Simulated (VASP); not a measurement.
A run of VASP 6.6.1 is set up as follows.

INCAR

```
PREC = Accurate
ENCUT = 520
EDIFF = 1E-6
ISMEAR = 0
SIGMA = 0.1
LREAL = F
LASPH = T
NELM = 100
ALGO = Normal
ISIF = 2
LWAVE = F
LCHARG = F
GGA = PE
NBANDS = 16
```

KPOINTS

```
regular mesh
0
Gamma
  6 6 4
```

File POSCAR:

```
InH3
1.0
    2.9142742473      0.0000000000      0.0000000000
   -1.4571371237      2.5238355318      0.0000000000
    0.0000000000      0.0000000000      5.2974228262
In H
1 3
Direct
    0.0000000000      0.0000000000      0.5000000000
    0.5000000000      0.0000000000      0.0000000000
    0.0000000000      0.5000000000      0.0000000000
    0.5000000000      0.5000000000      0.0000000000
```

Potentials or basis: VASP PAW PBE potentials, release 64 (In_d, H).

The run is started by

```sh
$ cat potpaw_PBE.64/In_d/POTCAR potpaw_PBE.64/H/POTCAR > POTCAR
$ mpirun -np 1 vasp_std > vasp.out
```

Predict the band gap on the k mesh.

zero (band 8 reaches 6.71 eV, above the bottom of band 9 at 2.96 eV).

Predict the pressure.

-0.1 GPa.

Stress tensor (GPa, compression positive):
```
-0.20  0.00  0.00
 0.00 -0.20  0.00
 0.00  0.00  0.00
```

Caveat: the k points lie up to 0.41 Å⁻¹ apart; spin-orbit coupling is left out, which moves the levels of the heavy elements.
